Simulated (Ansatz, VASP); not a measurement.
**Two plane-wave programs on CdS**

```xyz
2
Lattice="0.0000 2.9100 2.9100 2.9100 0.0000 2.9100 2.9100 2.9100 0.0000" Properties=species:S:1:pos:R:3 pbc="T T T"
Cd    0.0000    0.0000    0.0000
S     4.0650    4.3650    4.3650
```

Alike in both runs: task single point; functional r2SCAN; k mesh 8 × 8 × 8; occupations gaussian, width 0.05 eV; no spin polarisation.

|  | VASP | Ansatz |
| --- | --- | --- |
| version | VASP 6.6.1 | Ansatz 0.2.0 |
| potentials or method | VASP PAW PBE potentials, release 64 (Cd, S), cutoff 520 eV | scalar-relativistic, plane waves, PAW |
| valence electrons in the cell | 18 | 26 |

```csv
,VASP,Ansatz,Ansatz less VASP
gap on the k mesh at the Fermi level (eV),1.63,1.63,-0.005
least direct gap on the mesh (eV),1.63,1.63,-0.005
pressure (GPa),4.5,4.1,-0.41
"traceless stress, the component that is largest in VASP (GPa)",-7.67,-7.43,+0.235
rms of the force components (eV/Å),0.883,0.862,-0.0209
```

VASP's potentials were made for PBE, not for r2SCAN. Atom by atom the forces differ by 0.021 eV/Å (rms over components). VASP's potentials hold 18 valence electrons a cell and Ansatz's 26, so a difference there can come from the potentials and not from the codes.
